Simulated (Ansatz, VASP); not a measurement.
Two plane-wave programs on HfSi2

Contents of INCAR:

```
SYSTEM = HfSi2
  PREC = Accurate
  ENCUT = 520
  EDIFF = 1E-6
  ISMEAR = 0
  SIGMA = 0.1
  LREAL = .FALSE.
  LASPH = .TRUE.
  NELM = 100
  ALGO = Normal
  ISIF = 2
  LWAVE = .FALSE.
  LCHARG = .FALSE.
  LDIPOL = .TRUE.
  IDIPOL = 3
  DIPOL = 0.5 0.5 0.494
  GGA = PE
  NBANDS = 48
```

Contents of KPOINTS:

```
Automatic mesh
0
G
  10 10 1
  0 0 0
```

File POSCAR:

```
HfSi2
1.0
    3.6590707965      0.0000000000      0.0000000000
    0.0000000000      3.6826381131      0.0000000000
    0.0000000000      0.0000000000     27.4881519790
Si Hf
8 4
Direct
    0.2500000000      0.0000000000      0.2728448244
    0.7500000000      0.5000000000      0.2731616671
    0.2500000000      0.5000000000      0.3769297841
    0.7500000000      0.5000000000      0.4345163596
    0.2500000000      0.5000000000      0.5382844766
    0.7500000000      0.0000000000      0.5386013193
    0.2500000000      0.0000000000      0.6423694363
    0.7500000000      0.0000000000      0.6999560118
    0.7500000000      0.0000000000      0.3497306203
    0.2500000000      0.0000000000      0.4617155234
    0.7500000000      0.5000000000      0.6151702725
    0.2500000000      0.5000000000      0.7271551756
```

Input for Ansatz:

```yaml
crystal:
  lattice:
    - [3.6590707965, 0.0, 0.0]
    - [0.0, 3.6826381131, 0.0]
    - [0.0, 0.0, 27.488151979]
  atoms:
    - { symbol: Si, position: [0.25, 0.0, 0.2728448244] }
    - { symbol: Si, position: [0.75, 0.5, 0.2731616671] }
    - { symbol: Hf, position: [0.75, 0.0, 0.3497306203] }
    - { symbol: Si, position: [0.25, 0.5, 0.3769297841] }
    - { symbol: Si, position: [0.75, 0.5, 0.4345163596] }
    - { symbol: Hf, position: [0.25, 0.0, 0.4617155234] }
    - { symbol: Si, position: [0.25, 0.5, 0.5382844766] }
    - { symbol: Si, position: [0.75, 0.0, 0.5386013193] }
    - { symbol: Hf, position: [0.75, 0.5, 0.6151702725] }
    - { symbol: Si, position: [0.25, 0.0, 0.6423694363] }
    - { symbol: Si, position: [0.75, 0.0, 0.6999560118] }
    - { symbol: Hf, position: [0.25, 0.5, 0.7271551756] }
basis:
  ecutwfc: 420
kpoints:
  mp_grid: { grid: [10, 10, 1] }
hamiltonian:
  xc: pbe
scf:
  occupations: { method: gaussian, width: 0.1 }
output:
  forces: true
  eigenvalues: true
efield:
  axis: 3
  dipole_correction: true
  ramp_width: 0.04
```

Alike in both runs: task single point; functional PBE; k mesh 10 × 10 × 1; occupations gaussian, width 0.1 eV; no spin polarisation.

```csv
,VASP,Ansatz
version,VASP 6.6.1,Ansatz 0.2.0
potentials or method,"VASP PAW PBE potentials, release 64 (Si, Hf_pv), cutoff 520 eV","scalar-relativistic, plane waves, PAW"
valence electrons in the cell,72,136
```

VASP gave:

```
gap on the k mesh at the Fermi level (eV) : none
rms of the force components (eV/Å)        : 0.335
```

**Question.** Estimate Ansatz's values.

**Answer.** gap on the k mesh at the Fermi level (eV): none; rms of the force components (eV/Å): 0.336.

A gap of «none» marks a metal or a gap that the smearing closes. VASP's potentials hold 72 valence electrons a cell and Ansatz's 136, so a difference there can come from the potentials and not from the codes.

Neither program's run includes spin-orbit coupling.
